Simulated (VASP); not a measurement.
# Al (Fm-3m) in VASP: a series of runs

Al is run at these levels: LDA; tasks: elastic constants.

Everything below comes from runs of VASP 6.6.1. Logs are shortened: lines on timing, memory, paths and dates and some standing lists are left out, and cuts for length are marked.

## (1) The cell of the first run

Symmetry: Fm-3m, No. 225, cubic system. The conventional cell has a = 3.986 Å, b = 3.986 Å, c = 3.986 Å, α = 90.00°, β = 90.00°, γ = 90.00°. Within 3.7 Å of Al (site symmetry m-3m) lie 12 Al at 2.82 Å.

## (2) Elastic constants, LDA

Contents of INCAR:

```
ALGO = Normal ; EDIFF = 1E-8
ENCUT = 600 ; IBRION = 6
ISIF = 3 ; ISMEAR = 0
LASPH = True ; LCHARG = False
LREAL = False ; LWAVE = False
NELM = 60 ; NFREE = 2
NSW = 1 ; POTIM = 0.015
PREC = Accurate ; SIGMA = 0.5
```

Contents of KPOINTS:

```
k-points
0
Gamma
  20 20 20
```

Contents of POSCAR:

```
Al
1.0
    0.0000000000      1.9931176082      1.9931176082
    1.9931176082      0.0000000000      1.9931176082
    1.9931176082      1.9931176082      0.0000000000
Al
1
Direct
    0.0000000000      0.0000000000      0.0000000000
```

Potentials or basis: VASP PAW LDA potentials, release 64 (Al).

Run with:

```console
cat potpaw_LDA.64/Al/POTCAR > POTCAR
mpirun -np 1 vasp_std > vasp.out
```

OUTCAR:

```text
EDIFF = 1E-8
   ENCUT = 600
   IBRION = 6
   ISIF = 3
   ISMEAR = 0
   LASPH = True
   LREAL = False
   NELM = 60
   NFREE = 2
   NSW = 1
   POTIM = 0.015
   PREC = Accurate

 ion  position               nearest neighbor table
   1  0.000  0.000  0.000-

  LATTYP: Found a face centered cubic cell.
 ALAT       =     3.9862352164

  Lattice vectors:

 A1 = (   0.0000000000,   1.9931176082,   1.9931176082)
 A2 = (   1.9931176082,   0.0000000000,   1.9931176082)
 A3 = (   1.9931176082,   1.9931176082,   0.0000000000)

Analysis of symmetry for initial positions (statically):
=====================================================================
 Subroutine PRICEL returns:
 Original cell was already a primitive cell.

 Routine SETGRP: Setting up the symmetry group for a
 face centered cubic supercell.

 Subroutine GETGRP returns: Found 48 space group operations
 (whereof 48 operations were pure point group operations)
 out of a pool of 48 trial point group operations.

The static configuration has the point symmetry O_h .

Analysis of symmetry for dynamics (positions and initial velocities):
=====================================================================
 Subroutine PRICEL returns:
 Original cell was already a primitive cell.

 Routine SETGRP: Setting up the symmetry group for a
 face centered cubic supercell.

 Subroutine GETGRP returns: Found 48 space group operations
 (whereof 48 operations were pure point group operations)
 out of a pool of 48 trial point group operations.

The dynamic configuration has the point symmetry O_h .

 Subroutine INISYM returns: Found 48 space group operations
 (whereof 48 operations are pure point group operations),
 and found     1 'primitive' translations

[... 327 lines left out ...]

 E-fermi :   8.2317     XC(G=0): -10.4967

 val. band max:        8.2271181119   @ k =  -0.4500   0.4500   0.1000
 cond. band min:       8.2483146720   @ k =  -0.4000   0.3500   0.0000
 fundamental gap:      0.0211965602
 Fermi energy:         8.2317403632

 k-point     1 :       0.0000    0.0000    0.0000
  band No.  band energies     occupation
      1      -3.1619      2.00000
      2      21.0197      0.00000
      3      21.0197      0.00000
      4      21.0197      0.00000
      5      22.6593      0.00000
[... 177 lines left out ...]
 k-point    24 :      -0.3500    0.0500    0.0000
  band No.  band energies     occupation
      1       0.5953      2.00000
      2       7.6666      1.89004
      3      17.7303      0.00000
      4      20.3085      0.00000
      5      20.3718      0.00000

 [... further k-points ...]

------------------------ aborting loop because EDIFF is reached ----------------------------------------

  FORCE on cell =-STRESS in cart. coord.  units (eV):
  Direction    XX          YY          ZZ          XY          YZ          ZX
  --------------------------------------------------------------------------------------
  -------------------------------------------------------------------------------------
  Total        0.0076619      0.0076619      0.0076619     -0.0000000      0.0000000     -0.0000000
  in kB        0.7752100      0.7752100      0.7752100     -0.0000000      0.0000000     -0.0000000
  external PRESSURE =       0.7752100 kB  Pullay stress =       0.0000000 kB
[... 16 lines left out ...]
  FREE ENERGIE OF THE ION-ELECTRON SYSTEM (eV)
  ---------------------------------------------------
  free  energy   TOTEN  =        -4.2163451884 eV

  energy  without entropy=       -4.1669912838  energy(sigma->0) =       -4.19166824

 INTERNAL STRAIN TENSORS FROM STRAINED CELLS
 ============================================

 INTERNAL STRAIN TENSOR FOR ION    1 for displacements in x,y,z  (eV/Angst):
          X           Y           Z          XY          YZ          ZX
  --------------------------------------------------------------------------------
  x     0.00000     0.00000    -0.00000    -0.00000     0.00000     0.00000
  y    -0.00000     0.00000     0.00000    -0.00000     0.00000     0.00000
  z     0.00000     0.00000    -0.00000    -0.00000    -0.00000     0.00000

 INTERNAL STRAIN TENSORS FROM DISPLACED ATOMS
 ============================================

 INTERNAL STRAIN TENSOR FOR ION    1 for displacements in x,y,z  (eV/Angst):
          X           Y           Z          XY          YZ          ZX
  --------------------------------------------------------------------------------
  x     0.00000     0.00000     0.00000     0.00000     0.00000     0.00000
  y     0.00000     0.00000     0.00000     0.00000     0.00000     0.00000
  z     0.00000     0.00000     0.00000     0.00000     0.00000     0.00000

 Eigenvectors and eigenvalues of the dynamical matrix
 ----------------------------------------------------

   1 f  =    0.000000 THz     0.000000 2PiTHz    0.000000 cm-1     0.000000 meV
             X         Y         Z           dx          dy          dz
      0.000000  0.000000  0.000000     1.000000    0.000000    0.000000

   2 f  =    0.000000 THz     0.000000 2PiTHz    0.000000 cm-1     0.000000 meV
             X         Y         Z           dx          dy          dz
      0.000000  0.000000  0.000000     0.000000    1.000000    0.000000

   3 f  =    0.000000 THz     0.000000 2PiTHz    0.000000 cm-1     0.000000 meV
             X         Y         Z           dx          dy          dz
      0.000000  0.000000  0.000000     0.000000    0.000000    1.000000

--------------------------------------------------------------------------------------------------------

 ELASTIC MODULI CONTR FROM IONIC RELAXATION (kBar)
 Direction    XX          YY          ZZ          XY          YZ          ZX
 --------------------------------------------------------------------------------
 XX           0.0000      0.0000      0.0000      0.0000      0.0000      0.0000
 YY           0.0000      0.0000      0.0000      0.0000      0.0000      0.0000
 ZZ           0.0000      0.0000      0.0000      0.0000      0.0000      0.0000
 XY           0.0000      0.0000      0.0000      0.0000      0.0000      0.0000
 YZ           0.0000      0.0000      0.0000      0.0000      0.0000      0.0000
 ZX           0.0000      0.0000      0.0000      0.0000      0.0000      0.0000
 --------------------------------------------------------------------------------

 TOTAL ELASTIC MODULI (kBar)
 Direction    XX          YY          ZZ          XY          YZ          ZX
 --------------------------------------------------------------------------------
 XX        1212.2447    655.7526    655.7526      0.0000     -0.0000      0.0000
 YY         655.7526   1212.2447    655.7526     -0.0000      0.0000      0.0000
 ZZ         655.7526    655.7526   1212.2447      0.0000     -0.0000     -0.0000
 XY           0.0000     -0.0000      0.0000    367.3209      0.0000      0.0000
 YZ          -0.0000      0.0000     -0.0000      0.0000    367.3209      0.0000
 ZX           0.0000      0.0000     -0.0000      0.0000      0.0000    367.3209
 --------------------------------------------------------------------------------
```

stdout:

```text
POSCAR found type information on POSCAR Al
 POSCAR found :  1 types and       1 ions
 scaLAPACK will be used
 LDA part: xc-table for (Slater(with rela. corr.)+CA(PZ))
 , standard interpolation
 POSCAR, INCAR and KPOINTS ok, starting setup
 FFT: planning ... GRIDC
 FFT: planning ... GRID_SOFT
 FFT: planning ... GRID
 WAVECAR not read
 entering main loop
 Found     1 degrees of freedom:
 Adding 6 more for cell shape distortion
 Finite differences POTIM= 0.01500 DOF=   7
 bond charge predicted
 Finite differences progress:
 bond charge predicted
 Finite differences progress:
 bond charge predicted
 Finite differences progress:
 bond charge predicted
 Finite differences progress:
 bond charge predicted
 Finite differences progress:
 bond charge predicted
 Finite differences progress:
 bond charge predicted
 Finite differences progress:
 bond charge predicted
 Finite differences progress:
 bond charge predicted
 Finite differences progress:
 bond charge predicted
 Finite differences progress:
 bond charge predicted
 Finite differences progress:
 bond charge predicted
 Finite differences progress:
 bond charge predicted
 Finite differences progress:
 bond charge predicted
 Finite differences progress:
```

Run time: 5.7 min. Hardware: 1 thread of Intel Xeon Platinum 8488C (Sapphire Rapids), shared host; peak memory 0.44 GiB.

Results:

```
Elastic constants C11, C12, C44 : 121, 66, 37 GPa
Voigt bulk modulus              : 84 GPa
```

Elastic tensor in Voigt notation (GPa, in the Cartesian axes of the cell as first typed):
```
121  66  66   0   0   0
 66 121  66   0   0   0
 66  66 121   0   0   0
  0   0   0  37   0   0
  0   0   0   0  37   0
  0   0   0   0   0  37
```

Clamped-ion elastic tensor (GPa):
```
121  66  66   0   0   0
 66 121  66   0   0   0
 66  66 121   0   0   0
  0   0   0  37   0   0
  0   0   0   0  37   0
  0   0   0   0   0  37
```

Caveat: so wide a smearing shifts energies and pressures.

## (3) Elastic constants, LDA

Contents of INCAR:

```
SYSTEM = Al
PREC = Accurate ; ENCUT = 600
EDIFF = 1E-8 ; ISMEAR = 0
SIGMA = 0.5 ; LREAL = .False.
LASPH = .True. ; NELM = 100
ALGO = Fast ; ISIF = 3
LWAVE = .False. ; LCHARG = .False.
IBRION = 6 ; NFREE = 2
POTIM = 0.015 ; NSW = 1
```

Contents of KPOINTS:

```
Automatic mesh
0
Gamma
  36 36 36
  0 0 0
```

POSCAR is that of step 2.

Potentials or basis: VASP PAW LDA potentials, release 64 (Al).

Run with:

```console
cat potpaw_LDA.64/Al/POTCAR > POTCAR
mpirun -np 1 vasp_std > vasp.out
```

It took 2.4 h on 1 thread of Oxide Virtual Turin-like, shared host; peak memory 2.1 GiB.

The run converged. Its results:

* Elastic constants C11, C12, C44: 123, 65, 37 GPa
* Voigt bulk modulus: 84 GPa

Elastic tensor in Voigt notation (GPa, in the Cartesian axes of the cell as first typed):
```
123  65  65   0   0   0
 65 123  65   0   0   0
 65  65 123   0   0   0
  0   0   0  37   0   0
  0   0   0   0  37   0
  0   0   0   0   0  37
```

Clamped-ion elastic tensor (GPa):
```
123  65  65   0   0   0
 65 123  65   0   0   0
 65  65 123   0   0   0
  0   0   0  37   0   0
  0   0   0   0  37   0
  0   0   0   0   0  37
```

Caveat: so wide a smearing shifts energies and pressures.
